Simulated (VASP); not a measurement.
# Mg (P6_3/mmc) in VASP: relaxation of cell and atoms with LDA

Aim: the relaxation of cell and atoms of Mg with LDA.

Program: VASP 6.6.1. These are calculated values, not measurements. Logs are shortened: lines on timing, memory, paths and dates and some standing lists are left out, and cuts for length are marked.

**1. The cell of the first run**

It takes space group P6_3/mmc (No. 194, hexagonal). Conventional cell: a = 3.209 Å, b = 3.209 Å, c = 5.210 Å, α = 90.00°, β = 90.00°, γ = 120.00°. Mg (site symmetry -6m2) has 12 Mg at 3.20 to 3.21 Å within 4.2 Å.

**2. Relaxation of cell and atoms, LDA**

INCAR

```
SYSTEM = Mg
  PREC = Accurate
  ENCUT = 840
  EDIFF = 1E-7
  ISMEAR = 0
  SIGMA = 0.02
  LREAL = .False.
  LASPH = .True.
  NELM = 120
  ALGO = Normal
  ISIF = 3
  LWAVE = .False.
  LCHARG = .False.
  IBRION = 2
  NSW = 80
  EDIFFG = -0.03
  GGA_COMPAT = .False.
  NELMIN = 4
```

KPOINTS

```
Automatic mesh
0
Gamma
  8 8 5
  0 0 0
```

POSCAR

```
Mg
1.0
    3.2093000000      0.0000000000      0.0000000000
   -1.6046500000      2.7793350000      0.0000000000
    0.0000000000      0.0000000000      5.2103000000
Mg
2
Direct
    0.3333333333      0.6666666667      0.2500000000
    0.6666666667      0.3333333333      0.7500000000
```

Potentials or basis: VASP PAW LDA potentials, release 64 (Mg_sv).

On the command line:

```console
> cat potpaw_LDA.64/Mg_sv/POTCAR > POTCAR
> mpirun -np 1 vasp_std > vasp.out
```

OUTCAR:

```text
SYSTEM = Mg
   PREC = Accurate
   ENCUT = 840
   EDIFF = 1E-7
   ISMEAR = 0
   LREAL = .False.
   LASPH = .True.
   NELM = 120
   ISIF = 3
   IBRION = 2
   NSW = 80
   EDIFFG = -0.03
   NELMIN = 4

 ion  position               nearest neighbor table
   1  0.333  0.667  0.250-
   2  0.667  0.333  0.750-

  LATTYP: Found a hexagonal cell.
 ALAT       =     3.2093000000
 C/A-ratio  =     1.6235004518

  Lattice vectors:

 A1 = (   3.2093000000,   0.0000000000,   0.0000000000)
 A2 = (  -1.6046500000,   2.7793350000,   0.0000000000)
 A3 = (   0.0000000000,   0.0000000000,   5.2103000000)

Analysis of symmetry for initial positions (statically):
=====================================================================
 Subroutine PRICEL returns:
 Original cell was already a primitive cell.

 Routine SETGRP: Setting up the symmetry group for a
 hexagonal supercell.

 Subroutine GETGRP returns: Found 24 space group operations
 (whereof 12 operations were pure point group operations)
 out of a pool of 24 trial point group operations.

The static configuration has the point symmetry D_3d.
 The point group associated with its full space group is D_6h.

Analysis of symmetry for dynamics (positions and initial velocities):
=====================================================================
 Subroutine PRICEL returns:
 Original cell was already a primitive cell.

 Routine SETGRP: Setting up the symmetry group for a
 hexagonal supercell.

 Subroutine GETGRP returns: Found 24 space group operations
 (whereof 12 operations were pure point group operations)
 out of a pool of 24 trial point group operations.

The dynamic configuration has the point symmetry D_3d.
 The point group associated with its full space group is D_6h.

 Subroutine INISYM returns: Found 24 space group operations
 (whereof 12 operations are pure point group operations),
 and found     1 'primitive' translations

----------------------------------------------------------------------------------------

                                     Primitive cell

  volume of cell :      46.4744

  direct lattice vectors                    reciprocal lattice vectors
     3.209300000  0.000000000  0.000000000     0.311594429  0.179899149  0.000000000
    -1.604650000  2.779335000  0.000000000     0.000000000  0.359798297  0.000000000
     0.000000000  0.000000000  5.210300000     0.000000000  0.000000000  0.191927528

  length of vectors
     3.209300000  3.209299716  5.210300000     0.359798265  0.359798297  0.191927528

  position of ions in fractional coordinates (direct lattice)
     0.333333333  0.666666667  0.250000000
     0.666666667  0.333333333  0.750000000

  ion indices of the primitive-cell ions
   primitive index   ion index
                 1           1
                 2           2

----------------------------------------------------------------------------------------

 KPOINTS: Automatic mesh

Automatic generation of k-mesh.
 Grid dimensions read from file:
 generate k-points for:    8    8    5

 Generating k-lattice:

  Cartesian coordinates                     Fractional coordinates (reciprocal lattice)
     0.038949304  0.022487394  0.000000000     0.125000000 -0.000000000  0.000000000
     0.000000000  0.044974787  0.000000000     0.000000000  0.125000000  0.000000000
     0.000000000  0.000000000  0.038385506     0.000000000  0.000000000  0.200000000

  Length of vectors
     0.044974783  0.044974787  0.038385506

  Shift w.r.t. Gamma in fractional coordinates (k-lattice)
     0.000000000  0.000000000  0.000000000

 Subroutine IBZKPT returns following result:
 ===========================================

 Found     30 irreducible k-points:

 Following reciprocal coordinates:
            Coordinates               Weight
  0.000000  0.000000  0.000000      1.000000
  0.125000  0.000000  0.000000      6.000000
  0.250000  0.000000  0.000000      6.000000
  0.375000  0.000000  0.000000      6.000000
  0.500000  0.000000  0.000000      3.000000
  0.125000  0.125000  0.000000      6.000000
[... 16 lines left out ...]
  0.250000  0.000000  0.400000     12.000000
  0.375000  0.000000  0.400000     12.000000
 [... further k-points ...]
   k-points           NKPTS =     30   k-points in BZ     NKDIM =     30   number of bands    NBANDS=     14
   number of dos      NEDOS =    301   number of ions     NIONS =      2
   total plane-waves  NPLWV =  45000
   dimension x,y,z NGX =    30 NGY =   30 NGZ =   50
   dimension x,y,z NGXF=    60 NGYF=   60 NGZF=  100
   ions per type =               2
   NGX,Y,Z   is equivalent  to a cutoff of  15.54, 15.54, 15.95 a.u.
   NGXF,Y,Z  is equivalent  to a cutoff of  31.08, 31.08, 31.91 a.u.
 SYSTEM =  Mg
   PREC   = accura    normal or accurate (medium, high low for compatibility)
   ISTART =      0    job   : 0-new  1-cont  2-samecut
   ICHARG =      2    charge: 1-file 2-atom 10-const
   ISPIN  =      1    spin polarized calculation?
   LNONCOLLINEAR =      F non collinear calculations
   LSORBIT =      F    spin-orbit coupling
   LASPH  =      T    aspherical Exc in radial PAW
   ENCUT  =  840.0 eV  61.74 Ry    7.86 a.u.   7.58  7.58 12.31*2*pi/ulx,y,z
   NELM   =    120;   NELMIN=  4; NELMDL= -5     # of ELM steps
   EDIFF  = 0.1E-06   stopping-criterion for ELM
   LREAL  =      F    real-space projection
   EDIFFG = -.3E-01   stopping-criterion for IOM
   NSW    =     80    number of steps for IOM
   IBRION =      2    ionic relax: 0-MD 1-quasi-New 2-CG
   NFREE  =      1    steps in history (QN), initial steepest desc. (CG)
   ISIF   =      3    stress and relaxation
   ISYM   =      2    0-nonsym 1-usesym 2-fastsym
   POTIM  = 0.5000    time-step for ionic-motion
   TEBEG  =    0.0;   TEEND  =   0.0 temperature during run
   PSTRESS=    0.0 pullay stress
   NELECT =      20.0000    total number of electrons
   NUPDOWN=      -1.0000    fix difference up-down
   EMIN   =  10.00;   EMAX   =-10.00  energy-range for DOS
   EFERMI =   0.00;   METHOD = LEGACY
   ISMEAR =     0;   SIGMA  =   0.02  broadening in eV -4-tet -1-fermi 0-gaus
   EFERMI_NEDOS =   21; number of points for ismear=-14 and -15
   IALGO  =     38    algorithm
   IMIX   =      4    mixing-type and parameters
     AMIX     =   0.40;   BMIX     =  1.00
     AMIX_MAG =   1.60;   BMIX_MAG =  1.00
  volume/ion in A,a.u.               =      23.24       156.81
  Fermi-wavevector in a.u.,A,eV,Ry     =   1.235986  2.335675 20.785092  1.527661
  Thomas-Fermi vector in A             =   2.370613
   LORBIT       =      0    0 simple, 1 ext, 2 COOP (PROOUT), +10 PAW based schemes
   GGA     = CA    functional components
   LHFCALC =     F    Hartree Fock is set to
   AEXX    =    0.0000 exact exchange contribution
   IVDW    =     0    specifies the selected vdW correction
   LEPSILON=     F    determine dielectric tensor
   LRPA    =     F    only Hartree local field effects (RPA)
 conjugate gradient relaxation of ions
 non-spin polarized calculation
 Gauss-broadening in eV      SIGMA  =   0.02
  energy-cutoff  :      840.00
  volume of cell :       46.47
 maximum number of plane-waves:      2595
   NGX = 15   NGY = 15   NGZ = 25

--------------------------------------- Ionic step        1  -------------------------------------------

 number of electron      19.9999989 magnetization

 Free energy of the ion-electron system (eV)
  ---------------------------------------------------
  ext. energy  EPLUGINS =         0.00000000
  ---------------------------------------------------
  free energy    TOTEN  =        -3.54345673 eV

  energy without entropy =       -3.54304286  energy(sigma->0) =       -3.54324979

------------------------ aborting loop because EDIFF is reached ----------------------------------------

  FORCE on cell =-STRESS in cart. coord.  units (eV):
  Direction    XX          YY          ZZ          XY          YZ          ZX
  --------------------------------------------------------------------------------------
  -------------------------------------------------------------------------------------
  Total       -0.8322782     -0.8322780     -0.7322001     -0.0000000      0.0000000     -0.0000000
  in kB      -28.6922863    -28.6922795    -25.2421563     -0.0000000      0.0000000     -0.0000000
  external PRESSURE =     -27.5422407 kB  Pullay stress =       0.0000000 kB
[... 57 lines left out ...]
  energy  without entropy=       -3.5712574682  energy(sigma->0) =       -3.57146469

--------------------------------------- Ionic step        3  -------------------------------------------

 number of electron      20.0000018 magnetization

 Free energy of the ion-electron system (eV)
  ---------------------------------------------------
  ext. energy  EPLUGINS =         0.00000000
  ---------------------------------------------------
  free energy    TOTEN  =        -3.57292244 eV

  energy without entropy =       -3.57249380  energy(sigma->0) =       -3.57270812

 E-fermi :   2.5024     XC(G=0):  -9.1719

 val. band max:        2.4692997189   @ k =   0.5000   0.0000   0.4000
 cond. band min:       2.5051862748   @ k =   0.2500   0.2500   0.2000
 fundamental gap:      0.0358865559
 Fermi energy:         2.5023851498

 k-point     1 :       0.0000    0.0000    0.0000
  band No.  band energies     occupation
      1     -72.5823      2.00000
      2     -72.5780      2.00000
      3     -40.0959      2.00000
      4     -40.0538      2.00000
      5     -40.0536      2.00000
      6     -40.0536      2.00000
      7     -40.0474      2.00000
      8     -40.0474      2.00000
      9      -4.6488      2.00000
     10       0.7714      2.00000
     11       1.2353      2.00000
     12      13.8174      0.00000
     13      13.8174      0.00000
     14      13.9971      0.00000
[... 375 lines left out ...]
 k-point    24 :       0.3750    0.0000    0.4000
  band No.  band energies     occupation
      1     -72.5781      2.00000
      2     -72.5775      2.00000
      3     -40.0866      2.00000
      4     -40.0832      2.00000
      5     -40.0662      2.00000
      6     -40.0616      2.00000
      7     -40.0586      2.00000
      8     -40.0557      2.00000
      9      -0.9095      2.00000
     10       0.1893      2.00000
     11       3.9666      0.00000
     12       5.0196      0.00000
     13       8.7360      0.00000
     14      10.7203      0.00000

 [... further k-points ...]

------------------------ aborting loop because EDIFF is reached ----------------------------------------

  FORCE on cell =-STRESS in cart. coord.  units (eV):
  Direction    XX          YY          ZZ          XY          YZ          ZX
  --------------------------------------------------------------------------------------
  -------------------------------------------------------------------------------------
  Total       -0.0030776     -0.0030776      0.0170162      0.0000000     -0.0000000      0.0000000
  in kB       -0.1141947     -0.1141946      0.6313889      0.0000000     -0.0000000      0.0000000
  external PRESSURE =       0.1343332 kB  Pullay stress =       0.0000000 kB
[... 17 lines left out ...]
  FREE ENERGIE OF THE ION-ELECTRON SYSTEM (eV)
  ---------------------------------------------------
  free  energy   TOTEN  =        -3.5729224377 eV

  energy  without entropy=       -3.5724938011  energy(sigma->0) =       -3.57270812

 reached required accuracy - stopping structural energy minimisation
```

Run time: 39 s. Hardware: 1 thread of AMD EPYC 9R45 (Zen 5), shared host; peak memory 0.15 GiB.

What came out:

```yaml
Free_energy: -3.5729 eV
Relaxed_volume: 21.59 Å³/atom
Relaxed_cell: a = 3.128 Å, b = 3.128 Å, c = 5.095 Å, α = 90.00°, β = 90.00°, γ = 120.00°
Space_group_after_relaxing_to_0.1_Å: P6_3/mmc (No. 194)
Energy_gained_by_relaxing: 14.7 meV/atom
Ionic_steps: 3
Pressure_after_relaxing: 0.0 GPa
Band_gap_on_the_k_mesh: zero (bands 10 and 11 overlap by 2.33 eV)
```

Step by step:
```csv
step,energy change (eV),largest force (eV/Å),pressure (GPa),volume (Å³)
1,0.0000,0.0000,-2.75,46.47
2,-0.0282,0.0000,-0.61,43.84
3,-0.0295,0.0000,0.01,43.18
```

Final structure:
```
Mg
1.0
     3.12834    0.00000    0.00000
    -1.56417    2.70922    0.00000
     0.00000    0.00000    5.09467
Mg
2
Direct
  0.33333 0.66667 0.25000
  0.66667 0.33333 0.75000
```

LDA usually gives volumes a few per cent too small. Zero-point motion and thermal expansion aren't in these numbers.

The gap in the log of VASP goes by the Fermi energy; the results here count the filled bands.